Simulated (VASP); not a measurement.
Here is a VASP 6.6.1 calculation.

The input INCAR:

```
SYSTEM = Nb
PREC = Accurate
ENCUT = 520
EDIFF = 1E-6
ISMEAR = -1
SIGMA = 0.03
LREAL = .FALSE.
LASPH = .TRUE.
NELM = 60
ALGO = Normal
ISIF = 2
LWAVE = .FALSE.
LCHARG = .FALSE.
GGA = PE
NBANDS = 12
```

KPOINTS

```
Automatic mesh
0
G
  13 13 13
  0 0 0
```

File POSCAR:

```
Nb
1.0
   -1.6547957147      1.6547957147      1.6547957147
    1.6547957147     -1.6547957147      1.6547957147
    1.6547957147      1.6547957147     -1.6547957147
Nb
1
Direct
    0.0000000000      0.0000000000      0.0000000000
```

Potentials or basis: VASP PAW PBE potentials, release 64 (Nb_sv).

The run is started by

```bash
$ cat potpaw_PBE.64/Nb_sv/POTCAR > POTCAR
$ mpirun -np 1 vasp_std > vasp.out
```

Predict the pressure.

-0.8 GPa.
